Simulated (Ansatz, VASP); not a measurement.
# One calculation of ScAl3, two programs

```xyz
4
Lattice="0.0000 3.3001 3.3001 3.3001 0.0000 3.3001 3.3001 3.3001 0.0000" Properties=species:S:1:pos:R:3 pbc="T T T"
Sc    0.0000    0.0000    0.0000
Al    3.3001    3.3001    3.3001
Al    1.6500    1.6500    1.6500
Al    4.9501    4.9501    4.9501
```

Alike in both runs: task relaxation of cell and atoms; functional PBE; k mesh 12 × 12 × 12; occupations gaussian, width 0.1 eV; no spin polarisation.

|  | VASP | Ansatz |
| --- | --- | --- |
| version | VASP 6.6.1 | Ansatz 0.2.0 |
| potentials or method | VASP PAW PBE potentials, release 64 (Sc_sv, Al), cutoff 600 eV | scalar-relativistic, plane waves, PAW |
| valence electrons in the cell | 20 | 20 |

VASP gave:

| Item | Value |
| --- | --- |
| gap on the k mesh at the Fermi level, each at its own relaxed structure (eV) | none |
| relaxed volume (Å³/atom) | 18.02 |
| relaxed length of the cell vector where the two differ most in proportion (Å) | 4.671 |

Problem. Estimate Ansatz's values.

Solution. gap on the k mesh at the Fermi level, each at its own relaxed structure (eV): none; relaxed volume (Å³/atom): 18.00; relaxed length of the cell vector where the two differ most in proportion (Å): 4.669.

A gap of «none» marks a metal or a gap that the smearing closes.
